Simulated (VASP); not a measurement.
# In4Ru (Pm-3m) in VASP: further runs

The runs below take In4Ru through single point, relaxation of cell and atoms, with PBE.

Program: VASP 6.6.1. These are calculated values, not measurements. Logs are shortened: lines on timing, memory, paths and dates and some standing lists are left out, and cuts for length are marked.

### Step 1. The cell of the first run

Symmetry: Pm-3m, No. 221, cubic system. The conventional cell has a = 5.178 Å, b = 5.178 Å, c = 5.178 Å, α = 90.00°, β = 90.00°, γ = 90.00°. Within 4.8 Å of In (site symmetry m-3m) lie 12 In at 3.66 Å and 8 Ru at 4.48 Å. In (site symmetry 4/mmm) has 2 Ru at 2.59 Å within 3.4 Å. Within 3.4 Å of Ru (site symmetry m-3m) lie 6 In at 2.59 Å.

### Step 2. Single point, PBE

INCAR

```
PREC     = Accurate       # precision mode
ENCUT    = 520            # plane-wave cutoff, eV
EDIFF    = 1E-6           # SCF threshold, eV
ISMEAR   = 0              # smearing method
SIGMA    = 0.2            # smearing width, eV
LREAL    = False          # projectors in reciprocal space
LASPH    = True           # aspherical terms in the spheres
NELM     = 60             # most SCF steps
ALGO     = Fast           # electronic algorithm
ISIF     = 2              # what is computed and relaxed
LWAVE    = False          # write WAVECAR
LCHARG   = False          # write CHGCAR
GGA      = PE             # functional
NBANDS   = 41             # bands
```

KPOINTS

```
Automatic mesh
0
Gamma
  3 3 3
```

POSCAR

```
In4Ru
1.0
    5.1780901228      0.0000000000      0.0000000000
    0.0000000000      5.1780901228      0.0000000000
    0.0000000000      0.0000000000      5.1780901228
In Ru
4 1
Direct
    0.0000000000      0.0000000000      0.0000000000
    0.5000000000      0.5000000000      0.0000000000
    0.5000000000      0.0000000000      0.5000000000
    0.0000000000      0.5000000000      0.5000000000
    0.5000000000      0.5000000000      0.5000000000
```

Potentials or basis: VASP PAW PBE potentials, release 64 (In_d, Ru_pv).

Started as:

```bash
cat potpaw_PBE.64/In_d/POTCAR potpaw_PBE.64/Ru_pv/POTCAR > POTCAR
mpirun -np 1 vasp_std > vasp.out
```

OUTCAR:

```text
PREC = Accurate
   ENCUT = 520
   EDIFF = 1E-6
   ISMEAR = 0
   LREAL = False
   LASPH = True
   NELM = 60
   ISIF = 2
   GGA = PE

 ion  position               nearest neighbor table
   1  0.000  0.000  0.000-   2 3.66   3 3.66   4 3.66   3 3.66   4 3.66   2 3.66   4 3.66   4 3.66
                             2 3.66   3 3.66   3 3.66   2 3.66
   2  0.500  0.500  0.000-   5 2.59   5 2.59   4 3.66   1 3.66   3 3.66   4 3.66   3 3.66   1 3.66
                             3 3.66   3 3.66   1 3.66   4 3.66   4 3.66   1 3.66
   3  0.500  0.000  0.500-   5 2.59   5 2.59   4 3.66   1 3.66   1 3.66   2 3.66   2 3.66   4 3.66
                             2 3.66   2 3.66   1 3.66   4 3.66   1 3.66   4 3.66
   4  0.000  0.500  0.500-   5 2.59   5 2.59   3 3.66   1 3.66   1 3.66   2 3.66   1 3.66   3 3.66
                             1 3.66   2 3.66   3 3.66   2 3.66   2 3.66   3 3.66
   5  0.500  0.500  0.500-   2 2.59   3 2.59   4 2.59   2 2.59   3 2.59   4 2.59

  LATTYP: Found a simple cubic cell.
 ALAT       =     5.1780901228

  Lattice vectors:

 A1 = (   5.1780901228,   0.0000000000,   0.0000000000)
 A2 = (   0.0000000000,   5.1780901228,   0.0000000000)
 A3 = (   0.0000000000,   0.0000000000,   5.1780901228)

Analysis of symmetry for initial positions (statically):
=====================================================================
 Subroutine PRICEL returns:
 Original cell was already a primitive cell.

 Routine SETGRP: Setting up the symmetry group for a
 simple cubic supercell.

 Subroutine GETGRP returns: Found 48 space group operations
 (whereof 48 operations were pure point group operations)
 out of a pool of 48 trial point group operations.

The static configuration has the point symmetry O_h .

Analysis of symmetry for dynamics (positions and initial velocities):
=====================================================================
 Subroutine PRICEL returns:
 Original cell was already a primitive cell.

 Routine SETGRP: Setting up the symmetry group for a
 simple cubic supercell.

 Subroutine GETGRP returns: Found 48 space group operations
 (whereof 48 operations were pure point group operations)
 out of a pool of 48 trial point group operations.

The dynamic configuration has the point symmetry O_h .

 Subroutine INISYM returns: Found 48 space group operations
 (whereof 48 operations are pure point group operations),
 and found     1 'primitive' translations

----------------------------------------------------------------------------------------

                                     Primitive cell

  volume of cell :     138.8381

  direct lattice vectors                    reciprocal lattice vectors
     5.178090123  0.000000000  0.000000000     0.193121397  0.000000000  0.000000000
     0.000000000  5.178090123  0.000000000     0.000000000  0.193121397  0.000000000
     0.000000000  0.000000000  5.178090123     0.000000000  0.000000000  0.193121397

  length of vectors
     5.178090123  5.178090123  5.178090123     0.193121397  0.193121397  0.193121397

  position of ions in fractional coordinates (direct lattice)
     0.000000000  0.000000000  0.000000000
     0.500000000  0.500000000  0.000000000
     0.500000000  0.000000000  0.500000000
     0.000000000  0.500000000  0.500000000
     0.500000000  0.500000000  0.500000000

  ion indices of the primitive-cell ions
   primitive index   ion index
                 1           1
                 2           2
                 3           3
                 4           4
                 5           5

----------------------------------------------------------------------------------------

 KPOINTS: Automatic mesh

Automatic generation of k-mesh.
 Grid dimensions read from file:
 generate k-points for:    3    3    3

 Generating k-lattice:

  Cartesian coordinates                     Fractional coordinates (reciprocal lattice)
     0.064373799  0.000000000  0.000000000     0.333333333  0.000000000  0.000000000
     0.000000000  0.064373799  0.000000000     0.000000000  0.333333333  0.000000000
     0.000000000  0.000000000  0.064373799     0.000000000  0.000000000  0.333333333

  Length of vectors
     0.064373799  0.064373799  0.064373799

  Shift w.r.t. Gamma in fractional coordinates (k-lattice)
     0.000000000  0.000000000  0.000000000

 Subroutine IBZKPT returns following result:
 ===========================================

 Found      4 irreducible k-points:

 Following reciprocal coordinates:
            Coordinates               Weight
  0.000000  0.000000  0.000000      1.000000
  0.333333  0.000000  0.000000      6.000000
  0.333333  0.333333  0.000000     12.000000
  0.333333  0.333333  0.333333      8.000000
   k-points           NKPTS =      4   k-points in BZ     NKDIM =      4   number of bands    NBANDS=     41
   number of dos      NEDOS =    301   number of ions     NIONS =      5
   total plane-waves  NPLWV =  64000
   dimension x,y,z NGX =    40 NGY =   40 NGZ =   40
   dimension x,y,z NGXF=    80 NGYF=   80 NGZF=   80
   ions per type =               4   1
   NGX,Y,Z   is equivalent  to a cutoff of  12.84, 12.84, 12.84 a.u.
   NGXF,Y,Z  is equivalent  to a cutoff of  25.68, 25.68, 25.68 a.u.
 SYSTEM =  unknown system
   PREC   = accura    normal or accurate (medium, high low for compatibility)
   ISTART =      0    job   : 0-new  1-cont  2-samecut
   ICHARG =      2    charge: 1-file 2-atom 10-const
   ISPIN  =      1    spin polarized calculation?
   LNONCOLLINEAR =      F non collinear calculations
   LSORBIT =      F    spin-orbit coupling
   LASPH  =      T    aspherical Exc in radial PAW
   ENCUT  =  520.0 eV  38.22 Ry    6.18 a.u.   9.63  9.63  9.63*2*pi/ulx,y,z
   NELM   =     60;   NELMIN=  2; NELMDL= -5     # of ELM steps
   EDIFF  = 0.1E-05   stopping-criterion for ELM
   LREAL  =      F    real-space projection
   EDIFFG = 0.1E-04   stopping-criterion for IOM
   NSW    =      0    number of steps for IOM
   IBRION =     -1    ionic relax: 0-MD 1-quasi-New 2-CG
   NFREE  =      0    steps in history (QN), initial steepest desc. (CG)
   ISIF   =      2    stress and relaxation
   ISYM   =      2    0-nonsym 1-usesym 2-fastsym
   POTIM  = 0.5000    time-step for ionic-motion
   TEBEG  =    0.0;   TEEND  =   0.0 temperature during run
   PSTRESS=    0.0 pullay stress
   NELECT =      66.0000    total number of electrons
   NUPDOWN=      -1.0000    fix difference up-down
   EMIN   =  10.00;   EMAX   =-10.00  energy-range for DOS
   EFERMI =   0.00;   METHOD = LEGACY
   ISMEAR =     0;   SIGMA  =   0.20  broadening in eV -4-tet -1-fermi 0-gaus
   EFERMI_NEDOS =   21; number of points for ismear=-14 and -15
   IALGO  =     68    algorithm
   IMIX   =      4    mixing-type and parameters
     AMIX     =   0.40;   BMIX     =  1.00
     AMIX_MAG =   1.60;   BMIX_MAG =  1.00
  volume/ion in A,a.u.               =      27.77       187.39
  Fermi-wavevector in a.u.,A,eV,Ry     =   1.277673  2.414453 22.210823  1.632449
  Thomas-Fermi vector in A             =   2.410260
   LORBIT       =      0    0 simple, 1 ext, 2 COOP (PROOUT), +10 PAW based schemes
   GGA     = PE    functional components
   LHFCALC =     F    Hartree Fock is set to
   AEXX    =    0.0000 exact exchange contribution
   IVDW    =     0    specifies the selected vdW correction
   LEPSILON=     F    determine dielectric tensor
   LRPA    =     F    only Hartree local field effects (RPA)
 non-spin polarized calculation
 RMM-DIIS sequential band-by-band and
 Gauss-broadening in eV      SIGMA  =   0.20
  energy-cutoff  :      520.00
  volume of cell :      138.84
 maximum number of plane-waves:      3744
 NGX is ok and might be reduce to    40
   NGX = 19   NGY = 19   NGZ = 19

 number of electron      65.9999957 magnetization

 Free energy of the ion-electron system (eV)
  ---------------------------------------------------
  ext. energy  EPLUGINS =         0.00000000
  ---------------------------------------------------
  free energy    TOTEN  =       -18.99279027 eV

  energy without entropy =      -18.88548715  energy(sigma->0) =      -18.93913871

 E-fermi :   6.4338     XC(G=0):  -9.7879

 val. band max:        6.4149938811   @ k =   0.3333   0.3333   0.3333
 cond. band min:       6.5235771978   @ k =   0.3333   0.3333   0.0000
 fundamental gap:      0.1085833167
 Fermi energy:         6.4337968831

 k-point     1 :       0.0000    0.0000    0.0000
  band No.  band energies     occupation
      1     -35.6174      2.00000
      2     -35.6174      2.00000
      3     -35.6174      2.00000
      4      -8.5468      2.00000
      5      -8.5468      2.00000
      6      -8.5468      2.00000
[... 33 lines left out ...]
     40       9.4851      0.00000
     41       9.4851      0.00000

 k-point     2 :       0.3333    0.0000    0.0000
  band No.  band energies     occupation
      1     -35.6211      2.00000
      2     -35.6174      2.00000
      3     -35.6174      2.00000
      4      -8.5439      2.00000
      5      -8.5362      2.00000
      6      -8.5307      2.00000
[... 33 lines left out ...]
     40      10.2424      0.00000
     41      10.2424      0.00000

 k-point     3 :       0.3333    0.3333    0.0000
  band No.  band energies     occupation
      1     -35.6212      2.00000
      2     -35.6212      2.00000
      3     -35.6175      2.00000
      4      -8.5354      2.00000
      5      -8.5300      2.00000
      6      -8.5290      2.00000
[... 33 lines left out ...]
     40      10.1350      0.00000
     41      10.5536      0.00000

 k-point     4 :       0.3333    0.3333    0.3333
  band No.  band energies     occupation
      1     -35.6212      2.00000
      2     -35.6212      2.00000
      3     -35.6212      2.00000
      4      -8.5343      2.00000
      5      -8.5343      2.00000
      6      -8.5306      2.00000
[... 33 lines left out ...]
     40      11.4935      0.00000
     41      12.2892      0.00000

------------------------ aborting loop because EDIFF is reached ----------------------------------------

  FORCE on cell =-STRESS in cart. coord.  units (eV):
  Direction    XX          YY          ZZ          XY          YZ          ZX
  --------------------------------------------------------------------------------------
  -------------------------------------------------------------------------------------
  Total        0.4567991      0.4567991      0.4567991      0.0000000      0.0000000      0.0000000
  in kB        5.2714121      5.2714121      5.2714121      0.0000000      0.0000000      0.0000000
  external PRESSURE =       5.2714121 kB  Pullay stress =       0.0000000 kB

 VOLUME and BASIS-vectors are now :
 -----------------------------------------------------------------------------
  energy-cutoff  :      520.00
  volume of cell :      138.84
      direct lattice vectors                 reciprocal lattice vectors
     5.178090123  0.000000000  0.000000000     0.193121397  0.000000000  0.000000000
     0.000000000  5.178090123  0.000000000     0.000000000  0.193121397  0.000000000
     0.000000000  0.000000000  5.178090123     0.000000000  0.000000000  0.193121397

 POSITION                                       TOTAL-FORCE (eV/Angst)
 -----------------------------------------------------------------------------------
      0.00000      0.00000      0.00000         0.000000      0.000000      0.000000
      2.58905      2.58905      0.00000         0.000000      0.000000      0.000000
      2.58905      0.00000      2.58905         0.000000      0.000000      0.000000
      0.00000      2.58905      2.58905         0.000000      0.000000      0.000000
      2.58905      2.58905      2.58905         0.000000      0.000000      0.000000
 -----------------------------------------------------------------------------------
    total drift:                               -0.000000      0.000000     -0.000000

  FREE ENERGIE OF THE ION-ELECTRON SYSTEM (eV)
  ---------------------------------------------------
  free  energy   TOTEN  =       -18.9927902735 eV

  energy  without entropy=      -18.8854871468  energy(sigma->0) =      -18.93913871
```

Run time: 30 s. Hardware: 1 thread of AMD EPYC 9R14 (Zen 4), shared host; peak memory 0.2 GiB.

Results:

| Quantity | Value |
| --- | --- |
| Free energy | -18.9928 eV |
| Pressure | 0.5 GPa |
| Band gap on the k mesh | zero (band 33 reaches 6.52 eV, above the bottom of band 34 at 6.42 eV) |

Levels at points of the mesh, in eV from the Fermi level:
```tsv
k point	band 31	band 32	band 33	band 34	band 35	band 36
(0.00, 0.00, 0.00)	-1.23	-1.23	-1.23	1.33	1.33	2.74
```

Caveat: the k points lie up to 0.40 Å⁻¹ apart; spin-orbit coupling is left out, which moves the levels of the heavy elements.

### Step 3. Relaxation of cell and atoms, PBE

This run uses another cell than the first one, of 23.45 Å³/atom, 0.844 times its volume.

INCAR

```
  PREC = Accurate
  ENCUT = 600
  EDIFF = 1E-6
  ISMEAR = 0
  SIGMA = 0.2
  LREAL = F
  LASPH = T
  NELM = 80
  ALGO = Fast
  ISIF = 3
  LWAVE = F
  LCHARG = F
  GGA = PE
  IBRION = 2
  NSW = 36
  EDIFFG = -0.08
```

KPOINTS

```
regular mesh
0
Gamma
  3 3 3
```

Changes to POSCAR since step 2:

```diff
@@ -2,5 +2,5 @@
 1.0
-    5.1780901228      0.0000000000      0.0000000000
-    0.0000000000      5.1780901228      0.0000000000
-    0.0000000000      0.0000000000      5.1780901228
+    4.8942720400      0.0000000000      0.0000000000
+    0.0000000000      4.8942720400      0.0000000000
+    0.0000000000      0.0000000000      4.8942720400
 In Ru
```

Potentials or basis: VASP PAW PBE potentials, release 64 (In_d, Ru_pv).

Started as:

```bash
cat potpaw_PBE.64/In_d/POTCAR potpaw_PBE.64/Ru_pv/POTCAR > POTCAR
mpirun -np 1 vasp_std > vasp.out
```

Wall time 96 s (1 thread of AMD EPYC 9R14 (Zen 4), shared host); peak memory 0.21 GiB.

Results (log left out):

| Item | Value |
| --- | --- |
| Free energy | -18.9875 eV |
| Relaxed volume | 28.06 Å³/atom |
| Relaxed cell | a = 5.196 Å, b = 5.196 Å, c = 5.196 Å, α = 90.00°, β = 90.00°, γ = 90.00° |
| Space group after relaxing (to 0.05 Å) | Pm-3m (No. 221) |
| Energy gained by relaxing | 187.1 meV/atom |
| Ionic steps | 3 |
| Pressure after relaxing | 0.0 GPa |
| Band gap on the k mesh | zero (band 33 reaches 6.42 eV, above the bottom of band 34 at 6.31 eV) |

Step by step:
| step | energy change (eV) | largest force (eV/Å) | pressure (GPa) | volume (Å³) |
| --- | --- | --- | --- | --- |
| 1 | 0.0000 | 0.0000 | 15.50 | 117.24 |
| 2 | -0.5526 | 0.0000 | -5.42 | 160.09 |
| 3 | -0.9356 | 0.0000 | -0.04 | 140.32 |

Final structure:
```cif
data_structure
_symmetry_space_group_name_H-M 'P 1'
_symmetry_Int_Tables_number 1
_cell_length_a 5.1964
_cell_length_b 5.1964
_cell_length_c 5.1964
_cell_angle_alpha 90.000
_cell_angle_beta 90.000
_cell_angle_gamma 90.000
_cell_volume 140.32
loop_
_atom_site_label
_atom_site_type_symbol
_atom_site_fract_x
_atom_site_fract_y
_atom_site_fract_z
_atom_site_occupancy
In1 In 0.00000 0.00000 0.00000 1
In2 In 0.50000 0.50000 0.00000 1
In3 In 0.50000 0.00000 0.50000 1
In4 In 0.00000 0.50000 0.50000 1
Ru1 Ru 0.50000 0.50000 0.50000 1
```

Levels at points of the mesh, in eV from the Fermi level:
```tsv
k point	band 31	band 32	band 33	band 34	band 35	band 36
(0.00, 0.00, 0.00)	-1.21	-1.21	-1.21	1.30	2.71	2.71
```

Caveat: the k points lie up to 0.40 Å⁻¹ apart in the final cell; the volume moved by over 15 % at a fixed basis, so the end points are rough; spin-orbit coupling is left out, which moves the levels of the heavy elements.

### Step 4. Single point, PBE

This run uses another cell than the first one, of 30.86 Å³/atom, 1.111 times its volume.

INCAR

```
PREC = Accurate
ENCUT = 520
EDIFF = 1E-6
ISMEAR = 0
SIGMA = 0.2
LREAL = F
LASPH = T
NELM = 60
ALGO = Fast
ISIF = 2
LWAVE = F
LCHARG = F
GGA = PE
NBANDS = 41
```

KPOINTS

```
Automatic mesh
0
Gamma
  4 4 4
```

POSCAR

```
In4Ru
1.0
    5.3635579222      0.0000000000      0.0000000000
    0.0000000000      5.3635579222      0.0000000000
    0.0000000000      0.0000000000      5.3635579222
In Ru
4 1
Direct
    0.5000000000      0.5000000000      0.5000000000
    0.0000000000      0.5000000000      0.5000000000
    0.5000000000      0.0000000000      0.5000000000
    0.5000000000      0.5000000000      0.0000000000
    0.0000000000      0.0000000000      0.0000000000
```

Started as:

```bash
cat potpaw_PBE.64/In_d/POTCAR potpaw_PBE.64/Ru_pv/POTCAR > POTCAR
mpirun -np 1 vasp_std > vasp.out
```

It took 67 s on 1 thread of AMD EPYC 9R14 (Zen 4), shared host; peak memory 0.23 GiB.

It converged, with:

| Property | Result |
| --- | --- |
| Free energy | -12.6518 eV |
| Pressure | 0.7 GPa |
| Band gap on the k mesh | zero (band 33 reaches 5.20 eV, above the bottom of band 34 at 5.04 eV) |

Levels at points of the mesh, in eV from the Fermi level:
```csv
k point,band 30,band 31,band 32,band 33,band 34,band 35,band 36,band 37
"(0.00, 0.00, 0.00)",-1.22,-0.23,-0.23,-0.23,-0.03,-0.03,2.74,2.74
"(0.50, 0.00, 0.00)",-0.74,-0.23,-0.22,-0.12,-0.12,0.08,1.00,1.00
"(0.50, 0.50, 0.00)",-0.64,-0.64,-0.14,-0.10,0.14,1.40,1.40,2.38
"(0.50, 0.50, 0.50)",-1.40,-0.10,-0.10,0.00,0.00,0.00,0.25,4.79
```

Caveat: spin-orbit coupling is left out, which moves the levels of the heavy elements.

### Step 5. Single point, PBE

This run uses another cell than the first one, of 28.19 Å³/atom, 1.015 times its volume.

INCAR

```
SYSTEM = In4Ru
PREC = Accurate
ENCUT = 520
EDIFF = 1E-7
ISMEAR = 0
SIGMA = 0.1
LREAL = .False.
LASPH = .True.
NELM = 100
ALGO = Fast
ISIF = 2
LWAVE = .False.
LCHARG = .False.
GGA = PE
NBANDS = 41
```

KPOINTS

```
Automatic mesh
0
Gamma
  6 6 6
  0 0 0
```

POSCAR

```
In4Ru
1.0
    5.2041712385      0.0000000000      0.0000000000
    0.0000000000      5.2041712385      0.0000000000
    0.0000000000      0.0000000000      5.2041712385
In Ru
4 1
Direct
    0.0000000000      0.0000000000      0.0000000000
    0.5000000000      0.5000000000      0.0000000000
    0.5000000000      0.0000000000      0.5000000000
    0.0000000000      0.5000000000      0.5000000000
    0.5000000000      0.5000000000      0.5000000000
```

Started as:

```bash
cat potpaw_PBE.64/In_d/POTCAR potpaw_PBE.64/Ru_pv/POTCAR > POTCAR
mpirun -np 1 vasp_std > vasp.out
```

It took 5.5 min on 1 thread of AMD EPYC 7R43 (Zen 3), shared host; peak memory 0.26 GiB.

Results (log left out):

```
Free energy            : -19.0083 eV
Pressure               : 0.0 GPa
Band gap on the k mesh : zero (band 33 reaches 6.87 eV, above the bottom of band 34 at 6.03 eV)
```

Levels at points of the mesh, in eV from the Fermi level:
```tsv
k point	band 31	band 32	band 33	band 34	band 35	band 36
(0.00, 0.00, 0.00)	-1.11	-1.11	-1.11	1.37	1.37	2.77
(0.50, 0.00, 0.00)	-1.11	-0.33	-0.33	0.87	0.87	1.23
(0.50, 0.50, 0.00)	-1.72	-1.72	0.66	0.66	1.03	1.31
(0.50, 0.50, 0.50)	-3.33	-2.26	-2.26	-0.18	-0.18	-0.18
```

Caveat: spin-orbit coupling is left out, which moves the levels of the heavy elements.

### Step 6. Overview

```csv
task,cell,k mesh,cutoff (eV),smearing,gap on the mesh (eV),pressure (GPa)
single point,"a = 5.178 Å, 5 atoms",3 × 3 × 3,520,gaussian 0.2 eV,none,0.5
relaxation of cell and atoms,"relaxed from a = 4.894 Å, 5 atoms",3 × 3 × 3,600,gaussian 0.2 eV,none,0.0
single point,"a = 5.364 Å, 5 atoms",4 × 4 × 4,520,gaussian 0.2 eV,none,0.7
single point,"a = 5.204 Å, 5 atoms",6 × 6 × 6,520,gaussian 0.1 eV,none,0.0
```

Alike in all rows: level PBE; potentials or basis VASP PAW PBE potentials, release 64 (In_d, Ru_pv); no spin polarisation.

Caveats: some runs use coarse meshes; spin-orbit coupling is left out, which moves the levels of the heavy elements; the volume moved by over 15 % at a fixed basis, so the end points are rough (some runs).

Absolute energies hang on the potentials; compare differences alone.
